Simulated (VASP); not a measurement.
Set up this calculation in VASP 6.6.1, as the native input.

- Task: single point
- Functional: PBE
- Potentials or basis: VASP PAW PBE potentials, release 64 (Cd)
- Cutoff: 520 eV
- k mesh: 10 × 10 × 10
- Occupations: fermi-dirac, width 0.05 eV
- Spin: no spin polarisation
- Dipole correction: no
- Further INCAR settings: ALGO = Normal; EDIFF = 1e-06; NBANDS = 12

The structure of Cd lies in POSCAR:

```
Cd
1.0
   -1.7602065844      1.7602065844      1.7602065844
    1.7602065844     -1.7602065844      1.7602065844
    1.7602065844      1.7602065844     -1.7602065844
Cd
1
Direct
    0.0000000000      0.0000000000      0.0000000000
```

This isn't the form of Cd at room conditions, which is hcp.

One way to write it, as run:

INCAR

```
ALGO     = Normal         # electronic algorithm
EDIFF    = 1E-6           # SCF threshold, eV
ENCUT    = 520            # plane-wave cutoff, eV
GGA      = PE             # functional
ISIF     = 2              # what is computed and relaxed
ISMEAR   = -1             # smearing method
LASPH    = T              # aspherical terms in the spheres
LCHARG   = T              # write CHGCAR
LELF     = T              # ELF
LREAL    = F              # projectors in reciprocal space
LVHAR    = T            
LWAVE    = F              # write WAVECAR
NBANDS   = 12             # bands
NELM     = 80             # most SCF steps
PREC     = Accurate       # precision mode
SIGMA    = 0.05           # smearing width, eV
```

KPOINTS

```
k-points
0
Gamma
  10 10 10
```

Potentials or basis: VASP PAW PBE potentials, release 64 (Cd).

Launch:

```sh
$ cat potpaw_PBE.64/Cd/POTCAR > POTCAR
$ mpirun -np 1 vasp_std > vasp.out
```

It gave:

The pressure is 3.3 GPa and the band gap on the k mesh is zero (bands 6 and 7 overlap by 4.35 eV).

Caveat: the cell stands under pressure.

Run time: 11 s on 1 thread of AMD EPYC 7R43 64-Core Processor (Zen 3), on a shared host, peak memory 0.11 GiB.
